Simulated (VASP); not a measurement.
# Mn (P6_3/mmc) in VASP: a series of runs

The runs below take Mn through single point, with PBEsol, r2SCAN, PBE.

All numbers are computed with VASP 6.6.1; they aren't measurements. Logs are shortened: lines on timing, memory, paths and dates and some standing lists are left out, and cuts for length are marked.

## 1. The cell of the first run

Symmetry: P6_3/mmc, No. 194, hexagonal system. Conventional cell: a = 2.535 Å, b = 2.535 Å, c = 3.865 Å, α = 90.00°, β = 90.00°, γ = 120.00°. Within 3.2 Å of Mn (site symmetry -6m2) lie 12 Mn at 2.42 to 2.53 Å.

## 2. Single point, PBEsol, collinear spin, ferromagnetic start

INCAR

```
PREC = Accurate ; ENCUT = 520
EDIFF = 1E-6 ; ISMEAR = -1
SIGMA = 0.05 ; LREAL = F
LASPH = T ; NELM = 150
ALGO = Fast ; ISIF = 2
LWAVE = F ; LCHARG = T
ISPIN = 2 ; MAGMOM = 4 4
LORBIT = 11 ; LMAXMIX = 4
GGA = PS ; LELF = T
LVHAR = T ; NBANDS = 24
```

KPOINTS

```
regular mesh
0
Gamma
  12 12 7
```

POSCAR

```
Mn
1.0
    2.5348603498      0.0000000000      0.0000000000
   -1.2674301750      2.1952534580      0.0000000000
    0.0000000000      0.0000000000      3.8651472000
Mn
2
Direct
    0.3333333333      0.6666666667      0.2500000000
    0.6666666667      0.3333333333      0.7500000000
```

Potentials or basis: VASP PAW PBE potentials, release 64 (Mn_pv).

The run is started by

```console
> cat potpaw_PBE.64/Mn_pv/POTCAR > POTCAR
> mpirun -np 1 vasp_std > vasp.out
```

OUTCAR:

```text
PREC = Accurate
   ENCUT = 520
   EDIFF = 1E-6
   ISMEAR = -1
   LREAL = F
   LASPH = T
   NELM = 150
   ISIF = 2
   ISPIN = 2
   LORBIT = 11
   GGA = PS

 ion  position               nearest neighbor table
   1  0.333  0.667  0.250-   2 2.42   2 2.42   2 2.42   2 2.42   2 2.42   2 2.42
   2  0.667  0.333  0.750-   1 2.42   1 2.42   1 2.42   1 2.42   1 2.42   1 2.42

  LATTYP: Found a hexagonal cell.
 ALAT       =     2.5348603498
 C/A-ratio  =     1.5247968987

  Lattice vectors:

 A1 = (   2.5348603498,   0.0000000000,   0.0000000000)
 A2 = (  -1.2674301750,   2.1952534580,   0.0000000000)
 A3 = (   0.0000000000,   0.0000000000,   3.8651472000)

Analysis of symmetry for initial positions (statically):
=====================================================================
 Subroutine PRICEL returns:
 Original cell was already a primitive cell.

 Routine SETGRP: Setting up the symmetry group for a
 hexagonal supercell.

 Subroutine GETGRP returns: Found 24 space group operations
 (whereof 12 operations were pure point group operations)
 out of a pool of 24 trial point group operations.

The static configuration has the point symmetry D_3d.
 The point group associated with its full space group is D_6h.

Analysis of symmetry for dynamics (positions and initial velocities):
=====================================================================
 Subroutine PRICEL returns:
 Original cell was already a primitive cell.

 Routine SETGRP: Setting up the symmetry group for a
 hexagonal supercell.

 Subroutine GETGRP returns: Found 24 space group operations
 (whereof 12 operations were pure point group operations)
 out of a pool of 24 trial point group operations.

The dynamic configuration has the point symmetry D_3d.
 The point group associated with its full space group is D_6h.

Analysis of structural, dynamic, and magnetic symmetry:
=====================================================================
 Subroutine PRICEL returns:
 Original cell was already a primitive cell.

 Routine SETGRP: Setting up the symmetry group for a
 hexagonal supercell.

 Subroutine GETGRP returns: Found 24 space group operations
 (whereof 12 operations were pure point group operations)
 out of a pool of 24 trial point group operations.

The overall configuration has the point symmetry D_3d.
 The point group associated with its full space group is D_6h.

 Subroutine INISYM returns: Found 24 space group operations
 (whereof 12 operations are pure point group operations),
 and found     1 'primitive' translations

[... 111 lines left out ...]
   IALGO  =     68    algorithm
   IMIX   =      4    mixing-type and parameters
     AMIX     =   0.40;   BMIX     =  1.00
     AMIX_MAG =   1.60;   BMIX_MAG =  1.00
  volume/ion in A,a.u.               =      10.75        72.57
  Fermi-wavevector in a.u.,A,eV,Ry     =   1.743938  3.295565 41.379665  3.041320
  Thomas-Fermi vector in A             =   2.815914
   LORBIT       =     11    0 simple, 1 ext, 2 COOP (PROOUT), +10 PAW based schemes
   GGA     = PS    functional components
   LHFCALC =     F    Hartree Fock is set to
   AEXX    =    0.0000 exact exchange contribution
   IVDW    =     0    specifies the selected vdW correction
   LEPSILON=     F    determine dielectric tensor
   LRPA    =     F    only Hartree local field effects (RPA)
 spin polarized calculation
 RMM-DIIS sequential band-by-band and
  energy-cutoff  :      520.00
  volume of cell :       21.51
 maximum number of plane-waves:       594
 NGX is ok and might be reduce to    20

 number of electron      25.9999989 magnetization       0.0042748

 number of electron      25.9999989 magnetization      -0.0030145

 Free energy of the ion-electron system (eV)
  ---------------------------------------------------
  ext. energy  EPLUGINS =         0.00000000
  ---------------------------------------------------
  free energy    TOTEN  =       -19.34195758 eV

  energy without entropy =      -19.31163675  energy(sigma->0) =      -19.32679717

 E-fermi :  10.1805     XC(G=0): -14.1779

 val. band max:       10.1804181275   @ k =   0.3333   0.2500   0.4286
 cond. band min:      10.1818446878   @ k =   0.3333   0.2500   0.4286
 fundamental gap:      0.0014265603
 Fermi energy:        10.1805476382

 spin component 1

 k-point     1 :       0.0000    0.0000    0.0000
  band No.  band energies     occupation
      1     -37.9359      1.00000
      2     -37.3210      1.00000
      3     -37.3210      1.00000
      4     -37.1773      1.00000
      5     -37.1773      1.00000
      6     -37.0521      1.00000
[... 637 lines left out ...]
     23      30.7043      0.00000
     24      33.0716      0.00000

 [... further k-points ...]

 spin component 2

 k-point     1 :       0.0000    0.0000    0.0000
  band No.  band energies     occupation
      1     -37.9371      1.00000
      2     -37.3226      1.00000
      3     -37.3226      1.00000
      4     -37.1790      1.00000
      5     -37.1790      1.00000
      6     -37.0533      1.00000
[... 637 lines left out ...]
     23      30.7037      0.00000
     24      33.0712      0.00000

 [... further k-points ...]
[... 5 lines left out ...]
  --------------------------------------------------------------------------------------
  -------------------------------------------------------------------------------------
  Total       -2.2430198     -2.2430198      0.1643165      0.0000000      0.0000000      0.0000000
  in kB     -167.0855689   -167.0855689     12.2401564      0.0000000      0.0000000      0.0000000
  external PRESSURE =    -107.3103271 kB  Pullay stress =       0.0000000 kB

 VOLUME and BASIS-vectors are now :
 -----------------------------------------------------------------------------
  energy-cutoff  :      520.00
  volume of cell :       21.51
      direct lattice vectors                 reciprocal lattice vectors
     2.534860350  0.000000000  0.000000000     0.394499050  0.227764133  0.000000000
    -1.267430175  2.195253458  0.000000000     0.000000000  0.455528265  0.000000000
     0.000000000  0.000000000  3.865147200     0.000000000  0.000000000  0.258722359

 POSITION                                       TOTAL-FORCE (eV/Angst)
 -----------------------------------------------------------------------------------
     -0.00000      1.46350      0.96629        -0.000000      0.000000      0.000000
      1.26743      0.73175      2.89886         0.000000     -0.000000      0.000000
 -----------------------------------------------------------------------------------
    total drift:                               -0.000000      0.000000     -0.000000

  FREE ENERGIE OF THE ION-ELECTRON SYSTEM (eV)
  ---------------------------------------------------
  free  energy   TOTEN  =       -19.3419575763 eV

  energy  without entropy=      -19.3116367540  energy(sigma->0) =      -19.32679717

 total charge

# of ion       s       p       d       tot
------------------------------------------
    1        0.430   6.402   5.166  11.998
    2        0.430   6.402   5.166  11.998
--------------------------------------------------
tot          0.861  12.803  10.332  23.996

 magnetization (x)

# of ion       s       p       d       tot
------------------------------------------
    1       -0.000  -0.000  -0.001  -0.001
    2       -0.000  -0.000  -0.001  -0.001
--------------------------------------------------
tot         -0.000  -0.000  -0.002  -0.002
```

stdout:

```text
POSCAR found type information on POSCAR Mn
 POSCAR found :  1 types and       2 ions
 scaLAPACK will be used
 -----------------------------------------------------------------------------
|                                                                             |
|                                                                             |
|     You enforced a specific xc type in the INCAR file but a different       |
|     I HOPE YOU KNOW WHAT YOU ARE DOING!                                     |
|                                                                             |
 -----------------------------------------------------------------------------

 LDA part: xc-table for (Slater+PW92), standard interpolation
 POSCAR, INCAR and KPOINTS ok, starting setup
 FFT: planning ... GRIDC
 FFT: planning ... GRID_SOFT
 FFT: planning ... GRID
 WAVECAR not read
 entering main loop
WARNING in EDDRMM: call to ZHEGV failed, returncode =   8  4     23
WARNING in EDDRMM: call to ZHEGV failed, returncode =   8  4     22
```

It took 2 min on 1 thread of AMD EPYC 7R13, shared host; peak memory 0.15 GiB.

What came out:

```
Free energy                                           : -19.3420 eV
Pressure                                              : -10.7 GPa
Band gap on the k mesh                                : zero (filled and empty bands overlap)
Net moment                                            : 0.00 μB per cell
Valence electrons inside the program's atomic spheres : Mn 12.00
```

Stress tensor (GPa, compression positive):
```
-16.71   0.00   0.00
  0.00 -16.71   0.00
  0.00   0.00   1.22
```

Levels at points of the mesh, in eV from the Fermi level:
Spin up:
```tsv
k point	band 10	band 11	band 12	band 13	band 14	band 15	band 16	band 17
(0.00, 0.00, 0.00)	-1.00	-0.51	-0.42	-0.42	-0.22	-0.22	1.52	1.66
(0.50, 0.00, 0.00)	-1.58	-1.43	-0.64	-0.14	1.60	1.90	2.16	3.50
```
Spin down:
| k point | band 10 | band 11 | band 12 | band 13 | band 14 | band 15 | band 16 | band 17 |
| --- | --- | --- | --- | --- | --- | --- | --- | --- |
| (0.00, 0.00, 0.00) | -1.00 | -0.51 | -0.43 | -0.43 | -0.22 | -0.22 | 1.52 | 1.66 |
| (0.50, 0.00, 0.00) | -1.58 | -1.43 | -0.64 | -0.14 | 1.60 | 1.90 | 2.16 | 3.50 |

Caveat: the starting moments collapsed, and a magnetic state may lie lower; the PAW data sets were made with another functional, which shifts forces and pressure a little.

## 3. Single point, PBEsol, collinear spin, ferromagnetic start

This run uses another cell than the first one, of the same volume but with other edges.

INCAR

```
PREC     = Accurate       # precision mode
ENCUT    = 520            # plane-wave cutoff, eV
EDIFF    = 1E-6           # SCF threshold, eV
ISMEAR   = -1             # smearing method
SIGMA    = 0.05           # smearing width, eV
LREAL    = False          # projectors in reciprocal space
LASPH    = True           # aspherical terms in the spheres
NELM     = 150            # most SCF steps
ALGO     = Normal         # electronic algorithm
ISIF     = 2              # what is computed and relaxed
LWAVE    = False          # write WAVECAR
LCHARG   = False          # write CHGCAR
ISPIN    = 2              # spin polarisation
MAGMOM   = 4 4            # initial moments
LORBIT   = 11             # projections on sites
LMAXMIX  = 4              # l up to which the mixer works
GGA      = PS             # functional
NBANDS   = 24             # bands
```

KPOINTS is that of step 2.

POSCAR

```
Mn
1.0
    2.5088610948      0.0000000000      0.0000000000
   -1.2544305475      2.1727374427      0.0000000000
    0.0000000000      0.0000000000      3.9456711000
Mn
2
Direct
    0.3333333333      0.6666666667      0.2500000000
    0.6666666667      0.3333333333      0.7500000000
```

Potentials or basis: VASP PAW PBE potentials, release 64 (Mn_pv).

The run is started by

```console
> cat potpaw_PBE.64/Mn_pv/POTCAR > POTCAR
> mpirun -np 1 vasp_std > vasp.out
```

It took 1.9 min on 1 thread of AMD EPYC 7R13, shared host; peak memory 0.15 GiB.

Results (log left out):

| Property | Result |
| --- | --- |
| Free energy | -19.3804 eV |
| Pressure | -11.4 GPa |
| Band gap on the k mesh | zero (filled and empty bands overlap) |
| Net moment | 0.00 μB per cell |
| Valence electrons inside the program's atomic spheres | Mn 11.99 |

Stress tensor (GPa, compression positive):
```
-14.54   0.00   0.00
  0.00 -14.54   0.00
  0.00   0.00  -5.08
```

Levels at points of the mesh, in eV from the Fermi level:
Spin up:
```
           k point  band 10  band 11  band 12  band 13  band 14  band 15  band 16  band 17
(0.00, 0.00, 0.00)    -0.96    -0.74    -0.44    -0.44    -0.07    -0.07     1.11     1.64
(0.50, 0.00, 0.00)    -1.45    -1.28    -0.78    -0.28     1.72     1.98     2.07     3.56
```
Spin down:
```tsv
k point	band 11	band 12	band 13	band 14	band 15	band 16
(0.00, 0.00, 0.00)	-0.74	-0.44	-0.44	-0.07	-0.07	1.11
(0.50, 0.00, 0.00)	-1.28	-0.78	-0.28	1.72	1.98	2.07
```

Caveat: the starting moments collapsed, and a magnetic state may lie lower; the PAW data sets were made with another functional, which shifts forces and pressure a little.

## 4. Single point, r2SCAN, collinear spin, ferromagnetic start

This run uses another cell than the first one, of the same volume but with other edges.

POSCAR

```
Mn
1.0
    2.4836457705      0.0000000000      0.0000000000
   -1.2418228853      2.1509003313      0.0000000000
    0.0000000000      0.0000000000      4.0261950000
Mn
2
Direct
    0.3333333333      0.6666666667      0.2500000000
    0.6666666667      0.3333333333      0.7500000000
```

INCAR.step1

```
SYSTEM = Mn
PREC     = Accurate       ! precision mode
ENCUT    = 520            ! plane-wave cutoff, eV
ISMEAR   = -1             ! smearing method
SIGMA    = 0.05           ! smearing width, eV
LREAL    = .False.        ! projectors in reciprocal space
LASPH    = .True.         ! aspherical terms in the spheres
NELM     = 150            ! most SCF steps
ISPIN    = 2              ! spin polarisation
MAGMOM   = 4 4            ! initial moments
LMAXMIX  = 4              ! l up to which the mixer works
NBANDS   = 24             ! bands
GGA      = PE             ! functional
ALGO     = Normal         ! electronic algorithm
EDIFF    = 1E-4           ! SCF threshold, eV
LWAVE    = .True.         ! write WAVECAR
LCHARG   = .False.        ! write CHGCAR
```

INCAR.step2

```
SYSTEM = Mn
PREC     = Accurate       ! precision mode
ENCUT    = 520            ! plane-wave cutoff, eV
EDIFF    = 1E-6           ! SCF threshold, eV
ISMEAR   = -1             ! smearing method
SIGMA    = 0.05           ! smearing width, eV
LREAL    = .False.        ! projectors in reciprocal space
LASPH    = .True.         ! aspherical terms in the spheres
NELM     = 150            ! most SCF steps
ALGO     = Normal         ! electronic algorithm
ISIF     = 2              ! what is computed and relaxed
LWAVE    = .False.        ! write WAVECAR
LCHARG   = .True.         ! write CHGCAR
ISPIN    = 2              ! spin polarisation
MAGMOM   = 4 4            ! initial moments
LORBIT   = 11             ! projections on sites
LMAXMIX  = 4              ! l up to which the mixer works
METAGGA  = R2SCAN         ! meta-GGA
LMIXTAU  = .True.       
LELF     = .True.         ! ELF
LVHAR    = .True.       
NBANDS   = 24             ! bands
ISTART   = 1
```

KPOINTS

```
Automatic mesh
0
Gamma
  12 12 7
  0 0 0
```

Potentials or basis: VASP PAW PBE potentials, release 64 (Mn_pv).

The run is started by

```console
> cat potpaw_PBE.64/Mn_pv/POTCAR > POTCAR
> cp INCAR.step1 INCAR
> mpirun -np 1 vasp_std > vasp.out
> cp INCAR.step2 INCAR
> mpirun -np 1 vasp_std > vasp.out
```

OUTCAR:

```text
SYSTEM = Mn
   PREC = Accurate
   ENCUT = 520
   EDIFF = 1E-6
   ISMEAR = -1
   LREAL = .False.
   LASPH = .True.
   NELM = 150
   ISIF = 2
   ISPIN = 2
   LORBIT = 11
   METAGGA = R2SCAN
   ISTART = 1

 ion  position               nearest neighbor table
   1  0.333  0.667  0.250-   2 2.47   2 2.47   2 2.47   2 2.47   2 2.47   2 2.47
   2  0.667  0.333  0.750-   1 2.47   1 2.47   1 2.47   1 2.47   1 2.47   1 2.47

  LATTYP: Found a hexagonal cell.
 ALAT       =     2.4836457705
 C/A-ratio  =     1.6210826229

  Lattice vectors:

 A1 = (   2.4836457705,   0.0000000000,   0.0000000000)
 A2 = (  -1.2418228853,   2.1509003313,   0.0000000000)
 A3 = (   0.0000000000,   0.0000000000,   4.0261950000)

Analysis of symmetry for initial positions (statically):
=====================================================================
 Subroutine PRICEL returns:
 Original cell was already a primitive cell.

 Routine SETGRP: Setting up the symmetry group for a
 hexagonal supercell.

 Subroutine GETGRP returns: Found 24 space group operations
 (whereof 12 operations were pure point group operations)
[... 840 lines left out ...]

 k-point     1 :       0.0000    0.0000    0.0000
  band No.  band energies     occupation
      1     -39.8458      1.00000
      2     -39.1585      1.00000
      3     -39.1583      1.00000
      4     -39.0513      1.00000
      5     -39.0512      1.00000
      6     -39.0416      1.00000
[... 637 lines left out ...]
     23      31.4477      0.00000
     24      33.8335      0.00000

 [... further k-points ...]
[... 5 lines left out ...]
  --------------------------------------------------------------------------------------
  -------------------------------------------------------------------------------------
  Total       -1.2729666     -1.2729666     -1.0719610      0.0000000      0.0000000      0.0000000
  in kB      -94.8249989    -94.8249989    -79.8518183      0.0000000      0.0000000      0.0000000
  external PRESSURE =     -89.8339387 kB  Pullay stress =       0.0000000 kB

 VOLUME and BASIS-vectors are now :
 -----------------------------------------------------------------------------
  energy-cutoff  :      520.00
  volume of cell :       21.51
      direct lattice vectors                 reciprocal lattice vectors
     2.483645770  0.000000000  0.000000000     0.402633907  0.232460795  0.000000000
    -1.241822885  2.150900331  0.000000000     0.000000000  0.464921589  0.000000000
     0.000000000  0.000000000  4.026195000     0.000000000  0.000000000  0.248373464

 POSITION                                       TOTAL-FORCE (eV/Angst)
 -----------------------------------------------------------------------------------
     -0.00000      1.43393      1.00655         0.000000     -0.000000      0.000000
      1.24182      0.71697      3.01965        -0.000000      0.000000      0.000000
 -----------------------------------------------------------------------------------
    total drift:                               -0.000000      0.000000     -0.000000

  FREE ENERGIE OF THE ION-ELECTRON SYSTEM (eV)
  ---------------------------------------------------
  free  energy   TOTEN  =       -28.5237915718 eV

  energy  without entropy=      -28.5026263452  energy(sigma->0) =      -28.51320896

 total charge

# of ion       s       p       d       tot
------------------------------------------
    1        0.462   6.414   5.133  12.010
    2        0.462   6.414   5.133  12.010
--------------------------------------------------
tot          0.924  12.829  10.266  24.019

 magnetization (x)

# of ion       s       p       d       tot
------------------------------------------
    1        0.000   0.000  -0.000  -0.000
    2        0.000   0.000  -0.000  -0.000
--------------------------------------------------
tot          0.000   0.000  -0.000  -0.000
```

It used 310 s of CPU time on 1 thread of AMD EPYC 7R13 Processor (Zen 3), on a shared host.

Results:

```
Free energy                                           : -28.5238 eV
Pressure                                              : -9.0 GPa
Band gap on the k mesh                                : zero (filled and empty bands overlap)
Net moment                                            : 0.00 μB per cell
Valence electrons inside the program's atomic spheres : Mn 12.01
```

Stress tensor (GPa, compression positive):
```
-9.48  0.00  0.00
 0.00 -9.48  0.00
 0.00  0.00 -7.99
```

Levels at points of the mesh, in eV from the Fermi level:
Spin up:
| k point | band 11 | band 12 | band 13 | band 14 | band 15 | band 16 |
| --- | --- | --- | --- | --- | --- | --- |
| (0.00, 0.00, 0.00) | -0.95 | -0.47 | -0.47 | 0.10 | 0.10 | 0.56 |
| (0.50, 0.00, 0.00) | -1.14 | -0.96 | -0.45 | 1.89 | 2.05 | 2.11 |
Spin down:
| k point | band 11 | band 12 | band 13 | band 14 | band 15 | band 16 |
| --- | --- | --- | --- | --- | --- | --- |
| (0.00, 0.00, 0.00) | -0.95 | -0.47 | -0.47 | 0.10 | 0.10 | 0.56 |
| (0.50, 0.00, 0.00) | -1.14 | -0.96 | -0.45 | 1.89 | 2.05 | 2.11 |

Caveat: the starting moments collapsed, and a magnetic state may lie lower; the PAW data sets were made with another functional, which shifts forces and pressure a little.

[end of part 1 of 2]
